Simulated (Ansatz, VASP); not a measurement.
Two plane-wave programs on AlNi

```
Ni Al
1.0
     2.88100    0.00000    0.00000
     0.00000    2.88100    0.00000
     0.00000    0.00000    2.88100
Ni Al
1 1
Cartesian
  1.4405 1.4405 1.4405
  0.0000 0.0000 0.0000
```

Alike in both runs: task single point; functional PBE; k mesh 9 × 9 × 9; occupations fermi-dirac, width 0.05 eV; no spin polarisation.

```csv
,VASP,Ansatz
version,VASP 6.6.1,Ansatz 0.2.0
potentials or method,"VASP PAW PBE potentials, release 64 (Ni, Al)",Ansatz PAW
plane-wave cutoff (eV),600,420
valence electrons in the cell,13,21
```

```tsv
	VASP	Ansatz	Ansatz less VASP
gap on the k mesh at the Fermi level (eV)	none	none	-
pressure (GPa)	1.9	2.0	+0.07
```

A gap of «none» marks a metal or a gap that the smearing closes. VASP's potentials hold 13 valence electrons a cell and Ansatz's 21, so a difference there can come from the potentials and not from the codes.
